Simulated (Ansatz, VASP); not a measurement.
# SnO2 in VASP and in Ansatz

The input INCAR:

```
ALGO = Normal
EDIFF = 1E-6
ENCUT = 520
ISIF = 2
ISMEAR = -1
LASPH = True
LCHARG = True
LELF = True
LREAL = False
LVHAR = True
LWAVE = False
NBANDS = 35
NELM = 80
PREC = Accurate
SIGMA = 0.03
```

Contents of KPOINTS:

```
k-points
0
Gamma
  4 4 6
```

File POSCAR:

```
SnO2
1.0
    4.7215059017      0.0000000000      0.0000000000
    0.0000000000      4.7215059017      0.0000000000
    0.0000000000      0.0000000000      3.1757430642
Sn O
2 4
Direct
    0.0000000000      0.0000000000      0.0000000000
    0.5000000000      0.5000000000      0.5000000000
    0.3056200000      0.3056200000      0.0000000000
    0.1943800000      0.8056200000      0.5000000000
    0.6943800000      0.6943800000      0.0000000000
    0.8056200000      0.1943800000      0.5000000000
```

Input for Ansatz:

```yaml
crystal:
  lattice:
    - [4.7215059017, 0.0, 0.0]
    - [0.0, 4.7215059017, 0.0]
    - [0.0, 0.0, 3.1757430642]
  atoms:
    - { symbol: Sn, position: [0.0, 0.0, 0.0] }
    - { symbol: Sn, position: [0.5, 0.5, 0.5] }
    - { symbol: O, position: [0.30562, 0.30562, 0.0] }
    - { symbol: O, position: [0.19438, 0.80562, 0.5] }
    - { symbol: O, position: [0.69438, 0.69438, 0.0] }
    - { symbol: O, position: [0.80562, 0.19438, 0.5] }
kpoints:
  mp_grid: { grid: [4, 4, 6] }
  band_path:
    path:
      - [0.0, 0.0, 0.0]
      - [0.0, 0.5, 0.0]
      - [0.5, 0.5, 0.0]
      - [0.0, 0.0, 0.0]
      - [0.0, 0.0, 0.5]
      - [0.0, 0.5, 0.5]
      - [0.5, 0.5, 0.5]
      - [0.0, 0.0, 0.5]
      - [0.0, 0.5, 0.0]
    npoints: 5
scf:
  occupations: { method: fermi_dirac, width: 0.03 }
hamiltonian:
  xc: lda
  pseudopotentials: { kind: all_electron, lapw: { basis_error: 0.001 } }
output:
  forces: true
  stress: true
  eigenvalues: true
```

Change from the starting cell: volume scaled by 0.99.

Alike in both runs: task single point; functional LDA; k mesh 4 × 4 × 6; occupations fermi-dirac, width 0.03 eV; no spin polarisation.

|  | VASP | Ansatz |
| --- | --- | --- |
| version | VASP 6.6.1 | Ansatz 0.2.0 |
| potentials or method | VASP PAW LDA potentials, release 64 (Sn_d, O), cutoff 520 eV | all-electron LAPW, scalar-relativistic |

|  | VASP | Ansatz | Ansatz less VASP |
| --- | --- | --- | --- |
| gap on the k mesh at the Fermi level (eV) | 1.26 | 1.23 | -0.031 |
| pressure (GPa) | 2.3 | 1.3 | -0.99 |
| traceless stress, the component that is largest in VASP (GPa) | 1.09 | 0.80 | -0.290 |
| rms of the force components (eV/Å) | 0.006 | 0.017 | +0.0110 |

LDA's correlation is that of Perdew and Zunger in VASP and of Perdew and Wang (1992) in Ansatz. Atom by atom the forces differ by 0.011 eV/Å (rms over components). Ansatz ran all-electron here, and VASP with PAW potentials.
